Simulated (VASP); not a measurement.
ZnO: single point with PBE+D3(BJ)

Crystal: ZnO.

```
Zn O
1.0
     3.23535    0.00000    0.00000
    -1.61768    2.80190    0.00000
     0.00000    0.00000    5.21091
Zn O
2 2
Direct
  0.33333 0.66667 0.49966
  0.66667 0.33333 0.99966
  0.66667 0.33333 0.37935
  0.33333 0.66667 0.87935
```

- Program: VASP 6.6.1
- Task: single point
- Functional: PBE
- Dispersion: D3(BJ)
- Potentials or basis: VASP PAW PBE potentials, release 64 (Zn, O)
- Cutoff: 520 eV
- k mesh: 6 × 6 × 4
- Occupations: gaussian, width 0.01 eV
- Spin: no spin polarisation

```yaml
Pressure: 4.1 GPa
Largest_force: 0.005 eV/Å
Band_gap_on_the_k_mesh: 0.79 eV
Dispersion_energy_per_atom: -0.226 eV
```

Forces in eV/Å, atoms in the order of the input:
```
Zn   0.000  0.000  0.005
Zn   0.000  0.000  0.005
O    0.000  0.000 -0.005
O    0.000  0.000 -0.005
```

Stress tensor (GPa, compression positive):
```
4.02 0.00 0.00
0.00 4.02 0.00
0.00 0.00 4.17
```

Levels at points of the mesh, in eV from the valence-band top:
```
           k point  band 16  band 17  band 18  band 19  band 20  band 21
(0.00, 0.00, 0.00)    -0.09     0.00     0.00     0.79     5.24     8.23
(0.50, 0.00, 0.00)    -2.29    -1.30    -0.85     5.81     6.87     7.59
(0.00, 0.00, 0.50)    -0.40    -0.40    -0.40     3.47     3.47    10.10
(0.50, 0.00, 0.50)    -1.53    -1.39    -1.39     5.72     5.72     8.47
```

Wall time 33 s on 1 thread of Intel Xeon 8259CL, with other jobs on the host, peak memory 0.18 GiB.

Caveat: the cell stands under pressure. PBE gaps usually lie below the measured ones, often by a third to a half.
